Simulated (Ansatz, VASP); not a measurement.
## One calculation of CsTlS, two programs

```
Cs Tl S
1.0
     4.98781    0.00000    0.00000
     0.00000    4.98781    0.00000
     0.00000    0.00000    5.49658
Cs Tl S
1 1 1
Direct
  0.50000 0.50000 0.50000
  0.00000 0.00000 0.00000
  0.00000 0.00000 0.50000
```

Alike in both runs: functional PBE; k mesh 4 × 4 × 4; occupations gaussian, width 0.1 eV; no spin polarisation.

Ansatz relaxed the structure, and its values are those at the end. VASP's run is a single point on that final structure, the one shown.

```csv
,VASP,Ansatz
version,VASP 6.6.1,Ansatz 0.2.0
potentials or method,"VASP PAW PBE potentials, release 64 (Cs_sv, Tl_d, S), cutoff 520 eV","scalar-relativistic, plane waves, PAW"
valence electrons in the cell,28,28
```

```tsv
	VASP	Ansatz	Ansatz less VASP
gap on the k mesh at the Fermi level (eV)	none	none	-
pressure (GPa)	0.2	0.2	+0.02
```

A gap of «none» marks a metal or a gap that the smearing closes.

Neither program's run includes spin-orbit coupling.
